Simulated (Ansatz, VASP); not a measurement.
# One calculation of RbBr, two programs

Contents of POSCAR:

```
RbBr
1.0
    0.0576804316      3.5185063249      3.5185063249
    3.5185063249      0.0576804316      3.5185063249
    3.5185063249      3.5185063249      0.0576804316
Rb Br
1 1
Direct
    0.0000000000      0.0000000000      0.0000000000
    0.5000000000      0.5000000000      0.5000000000
```

The input INCAR.step1:

```
SYSTEM = RbBr
ALGO     = Normal         ! electronic algorithm
EDIFF    = 1E-5           ! SCF threshold, eV
ENCUT    = 520            ! plane-wave cutoff, eV
GGA      = PE             ! functional
ISIF     = 2              ! what is computed and relaxed
ISMEAR   = 0              ! smearing method
LASPH    = .TRUE.         ! aspherical terms in the spheres
LREAL    = .FALSE.        ! projectors in reciprocal space
LWAVE    = .TRUE.         ! write WAVECAR
NBANDS   = 15             ! bands
NELM     = 60             ! most SCF steps
PREC     = Accurate       ! precision mode
SIGMA    = 0.01           ! smearing width, eV
```

INCAR.step2

```
SYSTEM = RbBr
ALGO     = Normal         ! electronic algorithm
EDIFF    = 1E-6           ! SCF threshold, eV
ENCUT    = 520            ! plane-wave cutoff, eV
GGA      = PE             ! functional
HFSCREEN = 0.2079         ! screening, 1/A
ISIF     = 2              ! what is computed and relaxed
ISMEAR   = 0              ! smearing method
ISTART   = 1            
LASPH    = .TRUE.         ! aspherical terms in the spheres
LCHARG   = .TRUE.         ! write CHGCAR
LELF     = .TRUE.         ! ELF
LHFCALC  = .TRUE.         ! exact exchange
LREAL    = .FALSE.        ! projectors in reciprocal space
LVHAR    = .TRUE.       
LWAVE    = .FALSE.        ! write WAVECAR
NBANDS   = 15             ! bands
NELM     = 60             ! most SCF steps
PREC     = Accurate       ! precision mode
PRECFOCK = Normal       
SIGMA    = 0.01           ! smearing width, eV
```

File KPOINTS:

```
k-points
0
G
  4 4 4
  0 0 0
```

Input for Ansatz:

```yaml
crystal:
  lattice:
    - [0.0576804316, 3.5185063249, 3.5185063249]
    - [3.5185063249, 0.0576804316, 3.5185063249]
    - [3.5185063249, 3.5185063249, 0.0576804316]
  atoms:
    - { symbol: Rb, position: [0.0, 0.0, 0.0] }
    - { symbol: Br, position: [0.5, 0.5, 0.5] }
kpoints:
  mp_grid: { grid: [4, 4, 4] }
  band_path:
    path:
      - [0.0, 0.0, 0.0]
      - [0.5, 0.0, 0.5]
      - [0.625, 0.25, 0.625]
      - [0.375, 0.375, 0.75]
      - [0.5, 0.5, 0.5]
      - [0.5, 0.25, 0.75]
    npoints: 1
hamiltonian:
  xc: hse06
scf:
  occupations: { method: fixed }
  n_extra_bands: 4
output:
  forces: true
  stress: true
  eigenvalues: true
```

Change from the starting cell: shear_111 strain +2.5%.

Alike in both runs: task single point; functional HSE06; k mesh 4 × 4 × 4; no spin polarisation.

```csv
,VASP,Ansatz
version,VASP 6.6.1,Ansatz 0.2.0
potentials or method,"VASP PAW PBE potentials, release 64 (Rb_sv, Br)","plane waves, PAW"
plane-wave cutoff (eV),520,420
occupations,"gaussian, width 0.01 eV",fixed
valence electrons in the cell,16,16
```

```csv
,VASP,Ansatz,Ansatz less VASP
gap on the k mesh at the Fermi level (eV),5.36,5.36,0.000
pressure (GPa),0.0,0.0,0.00
"traceless stress, the component that is largest in VASP (GPa)",-0.07,-0.07,0.000
```

Ansatz's warnings: stress exchange threshold loose, stress scf threshold loose.
